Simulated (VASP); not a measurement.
Input of a VASP 6.6.1 run:

INCAR

```
ALGO     = Normal         # electronic algorithm
EDIFF    = 1E-7           # SCF threshold, eV
ENCUT    = 520            # plane-wave cutoff, eV
GGA      = PE             # functional
ISIF     = 2              # what is computed and relaxed
ISMEAR   = 0              # smearing method
LASPH    = True           # aspherical terms in the spheres
LCHARG   = False          # write CHGCAR
LREAL    = False          # projectors in reciprocal space
LWAVE    = False          # write WAVECAR
NBANDS   = 26             # bands
NELM     = 60             # most SCF steps
PREC     = Accurate       # precision mode
SIGMA    = 0.1            # smearing width, eV
```

Contents of KPOINTS:

```
k-points
0
Gamma
  6 6 6
```

Contents of POSCAR:

```
AlN
1.0
   -3.1994850100      3.1994850100      1.8747983800
    3.1994850100     -3.1994850100      1.8747983800
    3.1994850100      3.1994850100     -1.8747983800
Al N
4 4
Direct
    0.8535209200      0.3535209200      0.2070418300
    0.1464790800      0.6464790800      0.7929581700
    0.3535209200      0.1464790800      0.5000000000
    0.6464790800      0.8535209200      0.5000000000
    0.8535209200      0.6464790800      0.5000000000
    0.1464790800      0.3535209200      0.5000000000
    0.3535209200      0.8535209200      0.2070418300
    0.6464790800      0.1464790800      0.7929581700
```

Potentials or basis: VASP PAW PBE potentials, release 64 (Al, N).

The run is started by

```console
$ cat potpaw_PBE.64/Al/POTCAR potpaw_PBE.64/N/POTCAR > POTCAR
$ mpirun -np 1 vasp_std > vasp.out
```

Task: Estimate the largest force.

Result: 1.782 eV/Å.

Task: What does it give for the band gap on the k mesh?

Result: 2.49 eV, direct.

Task: Estimate the pressure.

Result: 38.8 GPa.

Stress tensor (GPa, compression positive):
```
30.77  0.00  0.00
 0.00 30.77  0.00
 0.00  0.00 54.73
```

Caveat: forces of over 1 eV/Å act on the atoms, so gaps and moduli don't describe the material at rest. A k mesh can miss the band edges.
